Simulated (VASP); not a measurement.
# Al3Ru2 (P4mm) in VASP: single point with PBEsol

Aim: the single point of Al3Ru2 with PBEsol.

Program: VASP 6.6.1. These are calculated values, not measurements. Logs are shortened: lines on timing, memory, paths and dates and some standing lists are left out, and cuts for length are marked.

## Step 1: The cell of the first run

Symmetry: P4mm, No. 99, tetragonal system. Conventional cell: a = 3.073 Å, b = 3.073 Å, c = 17.252 Å, α = 90.00°, β = 90.00°, γ = 90.00°. Within 3.5 Å of Al (site symmetry 4mm) lie 8 Ru at 2.64 Å and 6 Al at 2.76 to 3.07 Å. Al (site symmetry 4mm) has 8 Ru at 2.64 Å and 5 Al at 2.76 to 3.07 Å within 3.5 Å. Within 3.3 Å of Al (site symmetry 4mm) lie 4 Ru at 2.51 Å and 9 Al at 2.70 to 3.07 Å. Within 3.3 Å of Al (site symmetry 4mm) lie 5 Ru at 2.51 to 2.86 Å and 9 Al at 2.70 to 3.07 Å. Al (site symmetry 4mm) has 5 Ru at 2.51 to 2.86 Å and 9 Al at 2.70 to 3.07 Å within 3.3 Å. Al (site symmetry 4mm) has 8 Al at 2.70 to 3.07 Å and 1 Ru at 2.86 Å within 3.6 Å. Within 3.3 Å of Ru (site symmetry 4mm) lie 9 Al at 2.51 to 2.86 Å and 5 Ru at 3.01 to 3.07 Å. Within 3.5 Å of Ru (site symmetry 4mm) lie 4 Al at 2.64 Å and 5 Ru at 3.01 to 3.07 Å.

## Step 2: Single point, PBEsol (the distance across one plane changed)

INCAR reads:

```
SYSTEM = Al3Ru2
ALGO = Fast
EDIFF = 1E-7
ENCUT = 520
GGA = PS
ISIF = 2
ISMEAR = 0
LASPH = .TRUE.
LCHARG = .FALSE.
LREAL = .FALSE.
LWAVE = .FALSE.
NBANDS = 48
NELM = 60
PREC = Accurate
SIGMA = 0.15
```

KPOINTS reads:

```
k-points
0
G
  15 15 4
  0 0 0
```

POSCAR reads:

```
Al3Ru2
1.0
   -3.0733627987      0.0000000000      0.0000000000
    0.0000000000     -3.0733627987      0.0000000000
    0.0000000000      0.0000000000     17.2516646833
Al Ru
6 4
Direct
    0.5000000000      0.5000000000      0.2893841395
    1.0000000000      1.0000000000      0.7024360085
    0.5000000000      0.5000000000      0.1293321423
    1.0000000000      1.0000000000      0.5423840114
    0.5000000000      0.5000000000      0.4494361366
    1.0000000000      1.0000000000      0.0363842675
    0.0000000000      0.0000000000      0.3766689495
    0.5000000000      0.5000000000      0.7897208185
    0.0000000000      0.0000000000      0.2020993294
    0.5000000000      0.5000000000      0.6151511985
```

Potentials or basis: VASP PAW PBE potentials, release 64 (Al, Ru_pv).

Command:

```sh
$ cat potpaw_PBE.64/Al/POTCAR potpaw_PBE.64/Ru_pv/POTCAR > POTCAR
$ mpirun -np 1 vasp_std > vasp.out
```

OUTCAR:

```text
SYSTEM = Al3Ru2
   EDIFF = 1E-7
   ENCUT = 520
   GGA = PS
   ISIF = 2
   ISMEAR = 0
   LASPH = .TRUE.
   LREAL = .FALSE.
   NELM = 60
   PREC = Accurate

 ion  position               nearest neighbor table
   1  0.500  0.500  0.289-   7 2.64   7 2.64   7 2.64   7 2.64   9 2.64   9 2.64   9 2.64   9 2.64
                             5 2.76   3 2.76
   2  0.000  0.000  0.702-   8 2.64  10 2.64   8 2.64  10 2.64   8 2.64  10 2.64   8 2.64  10 2.64
                             4 2.76
   3  0.500  0.500  0.129-   9 2.51   9 2.51   9 2.51   9 2.51   6 2.70   6 2.70   6 2.70   6 2.70
                             1 2.76
   4  0.000  0.000  0.542-  10 2.51  10 2.51  10 2.51  10 2.51   5 2.70   5 2.70   5 2.70   5 2.70
                             2 2.76   7 2.86
   5  0.500  0.500  0.449-   7 2.51   7 2.51   7 2.51   7 2.51   4 2.70   4 2.70   4 2.70   4 2.70
                             1 2.76  10 2.86
   6  0.000  0.000  0.036-   3 2.70   3 2.70   3 2.70   3 2.70   9 2.86
   7  0.000  0.000  0.377-   5 2.51   5 2.51   5 2.51   5 2.51   1 2.64   1 2.64   1 2.64   1 2.64
                             4 2.86   9 3.01
   8  0.500  0.500  0.790-   2 2.64   2 2.64   2 2.64   2 2.64  10 3.01
   9  0.000  0.000  0.202-   3 2.51   3 2.51   3 2.51   3 2.51   1 2.64   1 2.64   1 2.64   1 2.64
                             6 2.86   7 3.01
  10  0.500  0.500  0.615-   4 2.51   4 2.51   4 2.51   4 2.51   2 2.64   2 2.64   2 2.64   2 2.64
                             5 2.86   8 3.01

  LATTYP: Found a simple tetragonal cell.
 ALAT       =     3.0733627987
 C/A-ratio  =     5.6132861017

  Lattice vectors:

 A1 = (  -3.0733627987,   0.0000000000,   0.0000000000)
 A2 = (   0.0000000000,  -3.0733627987,   0.0000000000)
 A3 = (   0.0000000000,   0.0000000000,  17.2516646833)

Analysis of symmetry for initial positions (statically):
=====================================================================
 Subroutine PRICEL returns:
 Original cell was already a primitive cell.

 Routine SETGRP: Setting up the symmetry group for a
 simple tetragonal supercell.

 Subroutine GETGRP returns: Found  8 space group operations
 (whereof  8 operations were pure point group operations)
 out of a pool of 16 trial point group operations.

The static configuration has the point symmetry C_4v.

Analysis of symmetry for dynamics (positions and initial velocities):
=====================================================================
 Subroutine PRICEL returns:
 Original cell was already a primitive cell.

 Routine SETGRP: Setting up the symmetry group for a
 simple tetragonal supercell.

 Subroutine GETGRP returns: Found  8 space group operations
 (whereof  8 operations were pure point group operations)
 out of a pool of 16 trial point group operations.

The dynamic configuration has the point symmetry C_4v.

 Subroutine INISYM returns: Found  8 space group operations
 (whereof  8 operations are pure point group operations),
 and found     1 'primitive' translations

----------------------------------------------------------------------------------------

                                     Primitive cell

  volume of cell :     162.9516

  direct lattice vectors                    reciprocal lattice vectors
    -3.073362799  0.000000000  0.000000000    -0.325376490  0.000000000  0.000000000
     0.000000000 -3.073362799  0.000000000     0.000000000 -0.325376490  0.000000000
     0.000000000  0.000000000 17.251664683     0.000000000  0.000000000  0.057965421

  length of vectors
     3.073362799  3.073362799 17.251664683     0.325376490  0.325376490  0.057965421

  position of ions in fractional coordinates (direct lattice)
     0.500000000  0.500000000  0.289384140
     0.000000000  0.000000000  0.702436009
     0.500000000  0.500000000  0.129332142
     0.000000000  0.000000000  0.542384011
     0.500000000  0.500000000  0.449436137
     0.000000000  0.000000000  0.036384267
     0.000000000  0.000000000  0.376668950
     0.500000000  0.500000000  0.789720819
     0.000000000  0.000000000  0.202099329
     0.500000000  0.500000000  0.615151199

  ion indices of the primitive-cell ions
   primitive index   ion index
                 1           1
                 2           2
                 3           3
                 4           4
                 5           5
                 6           6
                 7           7
                 8           8
                 9           9
                10          10

----------------------------------------------------------------------------------------

 KPOINTS: k-points

Automatic generation of k-mesh.
 Grid dimensions read from file:
 generate k-points for:   15   15    4

 Generating k-lattice:

  Cartesian coordinates                     Fractional coordinates (reciprocal lattice)
    -0.021691766  0.000000000  0.000000000     0.066666667  0.000000000  0.000000000
     0.000000000 -0.021691766  0.000000000     0.000000000  0.066666667  0.000000000
     0.000000000  0.000000000  0.014491355     0.000000000  0.000000000  0.250000000

  Length of vectors
     0.021691766  0.021691766  0.014491355

  Shift w.r.t. Gamma in fractional coordinates (k-lattice)
     0.000000000  0.000000000  0.000000000

 Subroutine IBZKPT returns following result:
 ===========================================

 Found    108 irreducible k-points:

 Following reciprocal coordinates:
            Coordinates               Weight
  0.000000  0.000000  0.000000      1.000000
  0.066667  0.000000  0.000000      4.000000
  0.133333  0.000000  0.000000      4.000000
  0.200000  0.000000  0.000000      4.000000
  0.266667  0.000000  0.000000      4.000000
  0.333333  0.000000  0.000000      4.000000
[... 16 lines left out ...]
  0.266667  0.200000  0.000000      8.000000
  0.333333  0.200000  0.000000      8.000000
 [... further k-points ...]
   k-points           NKPTS =    108   k-points in BZ     NKDIM =    108   number of bands    NBANDS=     48
   number of dos      NEDOS =    301   number of ions     NIONS =     10
   total plane-waves  NPLWV =  73728
   dimension x,y,z NGX =    24 NGY =   24 NGZ =  128
   dimension x,y,z NGXF=    48 NGYF=   48 NGZF=  256
   ions per type =               6   4
   NGX,Y,Z   is equivalent  to a cutoff of  12.98, 12.98, 12.33 a.u.
   NGXF,Y,Z  is equivalent  to a cutoff of  25.96, 25.96, 24.67 a.u.
 SYSTEM =  Al3Ru2
   PREC   = accura    normal or accurate (medium, high low for compatibility)
   ISTART =      0    job   : 0-new  1-cont  2-samecut
   ICHARG =      2    charge: 1-file 2-atom 10-const
   ISPIN  =      1    spin polarized calculation?
   LNONCOLLINEAR =      F non collinear calculations
   LSORBIT =      F    spin-orbit coupling
   LASPH  =      T    aspherical Exc in radial PAW
   ENCUT  =  520.0 eV  38.22 Ry    6.18 a.u.   5.71  5.71 32.08*2*pi/ulx,y,z
   NELM   =     60;   NELMIN=  2; NELMDL= -5     # of ELM steps
   EDIFF  = 0.1E-06   stopping-criterion for ELM
   LREAL  =      F    real-space projection
   EDIFFG = 0.1E-05   stopping-criterion for IOM
   NSW    =      0    number of steps for IOM
   IBRION =     -1    ionic relax: 0-MD 1-quasi-New 2-CG
   NFREE  =      0    steps in history (QN), initial steepest desc. (CG)
   ISIF   =      2    stress and relaxation
   ISYM   =      2    0-nonsym 1-usesym 2-fastsym
   POTIM  = 0.5000    time-step for ionic-motion
   TEBEG  =    0.0;   TEEND  =   0.0 temperature during run
   PSTRESS=    0.0 pullay stress
   NELECT =      74.0000    total number of electrons
   NUPDOWN=      -1.0000    fix difference up-down
   EMIN   =  10.00;   EMAX   =-10.00  energy-range for DOS
   EFERMI =   0.00;   METHOD = LEGACY
   ISMEAR =     0;   SIGMA  =   0.15  broadening in eV -4-tet -1-fermi 0-gaus
   EFERMI_NEDOS =   21; number of points for ismear=-14 and -15
   IALGO  =     68    algorithm
   IMIX   =      4    mixing-type and parameters
     AMIX     =   0.40;   BMIX     =  1.00
     AMIX_MAG =   1.60;   BMIX_MAG =  1.00
  volume/ion in A,a.u.               =      16.30       109.97
  Fermi-wavevector in a.u.,A,eV,Ry     =   1.258343  2.377924 21.543848  1.583428
  Thomas-Fermi vector in A             =   2.391958
   LORBIT       =      0    0 simple, 1 ext, 2 COOP (PROOUT), +10 PAW based schemes
   GGA     = PS    functional components
   LHFCALC =     F    Hartree Fock is set to
   AEXX    =    0.0000 exact exchange contribution
   IVDW    =     0    specifies the selected vdW correction
   LEPSILON=     F    determine dielectric tensor
   LRPA    =     F    only Hartree local field effects (RPA)
 non-spin polarized calculation
 RMM-DIIS sequential band-by-band and
 Gauss-broadening in eV      SIGMA  =   0.15
  energy-cutoff  :      520.00
  volume of cell :      162.95
 maximum number of plane-waves:      4419
 NGX is ok and might be reduce to    24
   NGX = 11   NGY = 11   NGZ = 65

 number of electron      74.0000020 magnetization

 Free energy of the ion-electron system (eV)
  ---------------------------------------------------
  ext. energy  EPLUGINS =         0.00000000
  ---------------------------------------------------
  free energy    TOTEN  =       -67.54360134 eV

  energy without entropy =      -67.46449650  energy(sigma->0) =      -67.50404892

 E-fermi :   7.9912     XC(G=0): -11.1055

 val. band max:        7.9900159853   @ k =   0.1333   0.0000   0.0000
 cond. band min:       7.9999599089   @ k =   0.2000   0.0667   0.0000
 fundamental gap:      0.0099439236
 Fermi energy:         7.9912245130

 k-point     1 :       0.0000    0.0000    0.0000
  band No.  band energies     occupation
      1     -33.9582      2.00000
      2     -33.9119      2.00000
      3     -33.9119      2.00000
      4     -33.8943      2.00000
      5     -33.8207      2.00000
      6     -33.8207      2.00000
[... 40 lines left out ...]
     47      13.4953      0.00000
     48      13.8863      0.00000
[... 1171 lines left out ...]
     47      12.7531      0.00000
     48      12.9912      0.00000

 [... further k-points ...]

------------------------ aborting loop because EDIFF is reached ----------------------------------------

  FORCE on cell =-STRESS in cart. coord.  units (eV):
  Direction    XX          YY          ZZ          XY          YZ          ZX
  --------------------------------------------------------------------------------------
  -------------------------------------------------------------------------------------
  Total       -5.2686348     -5.2686348     -2.4924557      0.0000000      0.0000000      0.0000000
  in kB      -51.8024153    -51.8024153    -24.5063916      0.0000000      0.0000000      0.0000000
  external PRESSURE =     -42.7037407 kB  Pullay stress =       0.0000000 kB

 VOLUME and BASIS-vectors are now :
 -----------------------------------------------------------------------------
  energy-cutoff  :      520.00
  volume of cell :      162.95
      direct lattice vectors                 reciprocal lattice vectors
    -3.073362799  0.000000000  0.000000000    -0.325376490  0.000000000  0.000000000
     0.000000000 -3.073362799  0.000000000     0.000000000 -0.325376490  0.000000000
     0.000000000  0.000000000 17.251664683     0.000000000  0.000000000  0.057965421

 POSITION                                       TOTAL-FORCE (eV/Angst)
 -----------------------------------------------------------------------------------
     -1.53668     -1.53668      4.99236         0.000000      0.000000      0.150929
      0.00000      0.00000     12.11819         0.000000      0.000000      0.645834
     -1.53668     -1.53668      2.23119         0.000000      0.000000      0.499119
      0.00000      0.00000      9.35703        -0.000000     -0.000000     -0.147758
     -1.53668     -1.53668      7.75352         0.000000     -0.000000      0.190143
      0.00000      0.00000      0.62769         0.000000      0.000000     -0.703193
      0.00000      0.00000      6.49817         0.000000      0.000000     -0.158742
     -1.53668     -1.53668     13.62400         0.000000     -0.000000     -0.769749
      0.00000      0.00000      3.48655         0.000000      0.000000     -0.106956
     -1.53668     -1.53668     10.61238         0.000000      0.000000      0.400374
 -----------------------------------------------------------------------------------
    total drift:                               -0.000000      0.000000     -0.000505

  FREE ENERGIE OF THE ION-ELECTRON SYSTEM (eV)
  ---------------------------------------------------
  free  energy   TOTEN  =       -67.5436013389 eV

  energy  without entropy=      -67.4644964957  energy(sigma->0) =      -67.50404892
```

It took 41 min on 1 thread of Intel Xeon 8259CL, shared host; peak memory 0.69 GiB.

Results:

```yaml
Free_energy: -67.5436 eV
Pressure: -4.3 GPa
Largest_force: 0.770 eV/Å
Band_gap_on_the_k_mesh: zero (bands 37 and 38 overlap by 1.23 eV)
```

Forces in eV/Å, atoms in the order of the input:
```
Al   0.000  0.000  0.151
Al   0.000  0.000  0.646
Al   0.000  0.000  0.499
Al   0.000  0.000 -0.148
Al   0.000  0.000  0.190
Al   0.000  0.000 -0.703
Ru   0.000  0.000 -0.159
Ru   0.000  0.000 -0.770
Ru   0.000  0.000 -0.107
Ru   0.000  0.000  0.400
```

Caveat: the cell differs from its parent crystal (the distance across one plane changed); the cell stands under tension; the PAW data sets were made with another functional, which shifts forces and pressure a little.
